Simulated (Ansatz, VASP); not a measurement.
Two plane-wave programs on HfB

```
CELL_PARAMETERS angstrom
2.38020 1.37421 1.46605
-2.38020 1.37421 1.46605
0.00000 -2.74842 1.46605
ATOMIC_POSITIONS crystal
Hf 0.50000 0.50000 0.50000
B 0.00000 0.00000 0.00000
```

Alike in both runs: task single point; functional PBE; k mesh 6 × 6 × 6; occupations gaussian, width 0.1 eV; no spin polarisation.

```csv
,VASP,Ansatz
version,VASP 6.6.1,Ansatz 0.2.0
potentials or method,"VASP PAW PBE potentials, release 64 (Hf_pv, B), cutoff 520 eV","scalar-relativistic, plane waves, PAW"
valence electrons in the cell,13,29
```

Ansatz gave:

```
gap on the k mesh at the Fermi level (eV)                     : none
pressure (GPa)                                                : -0.2
traceless stress, the component that is largest in VASP (GPa) : 27.84
```

**Question.** Estimate VASP's values.

**Answer.** gap on the k mesh at the Fermi level (eV): none; pressure (GPa): -0.4; traceless stress, the component that is largest in VASP (GPa): 28.67.

A gap of «none» marks a metal or a gap that the smearing closes. VASP's potentials hold 13 valence electrons a cell and Ansatz's 29, so a difference there can come from the potentials and not from the codes.

Neither program's run includes spin-orbit coupling.
